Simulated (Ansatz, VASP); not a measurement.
One calculation of Cu, two programs

```xyz
2
Lattice="0.0000 2.6752 2.6752 2.6752 0.0000 2.6752 2.6752 2.6752 0.0000" Properties=species:S:1:pos:R:3 pbc="T T T"
Cu    0.6688    0.6688    0.6688
Cu    4.6816    4.6816    4.6816
```

Alike in both runs: functional PBE; k mesh 11 × 11 × 11; occupations fermi-dirac, width 0.1 eV; no spin polarisation.

Ansatz relaxed the structure, and its values are those at the end. VASP's run is a single point on that final structure, the one shown.

|  | VASP | Ansatz |
| --- | --- | --- |
| version | VASP 6.6.1 | Ansatz 0.2.0 |
| potentials or method | VASP PAW PBE potentials, release 64 (Cu), cutoff 520 eV | plane waves (420 eV) with PAW, scalar-relativistic |
| valence electrons in the cell | 22 | 38 |

```csv
,VASP,Ansatz,Ansatz less VASP
pressure (GPa),0.0,0.0,0.00
```

The functional is the same, so the differences come from potentials, cutoffs and numerics. VASP's potentials hold 22 valence electrons a cell and Ansatz's 38, so a difference there can come from the potentials and not from the codes.
